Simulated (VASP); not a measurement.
Here is a VASP 6.6.1 calculation.

The input INCAR:

```
PREC     = Accurate       # precision mode
ENCUT    = 520            # plane-wave cutoff, eV
EDIFF    = 1E-6           # SCF threshold, eV
ISMEAR   = -1             # smearing method
SIGMA    = 0.1            # smearing width, eV
LREAL    = False          # projectors in reciprocal space
LASPH    = True           # aspherical terms in the spheres
NELM     = 60             # most SCF steps
ALGO     = Normal         # electronic algorithm
ISIF     = 2              # what is computed and relaxed
LWAVE    = False          # write WAVECAR
LCHARG   = False          # write CHGCAR
GGA      = PE             # functional
NBANDS   = 16             # bands
```

File KPOINTS:

```
regular mesh
0
Gamma
  12 12 12
```

The input POSCAR:

```
HgTe
1.0
    0.0000000000      2.5171448744      2.5171448744
    2.5171448744      0.0000000000      2.5171448744
    2.5171448744      2.5171448744      0.0000000000
Hg Te
1 1
Direct
    0.0000000000      0.0000000000      0.0000000000
    0.5000000000      0.5000000000      0.5000000000
```

Potentials or basis: VASP PAW PBE potentials, release 64 (Hg, Te).

Command:

```sh
$ cat potpaw_PBE.64/Hg/POTCAR potpaw_PBE.64/Te/POTCAR > POTCAR
$ mpirun -np 1 vasp_std > vasp.out
```

**Question.** What does it give for the pressure?

**Answer.** 136.4 GPa.

**Question.** What does it give for the band gap on the k mesh?

**Answer.** Zero (bands 9 and 10 overlap by 4.21 eV).

Caveat: the cell stands under pressure; spin-orbit coupling is left out, which moves the levels of the heavy elements.
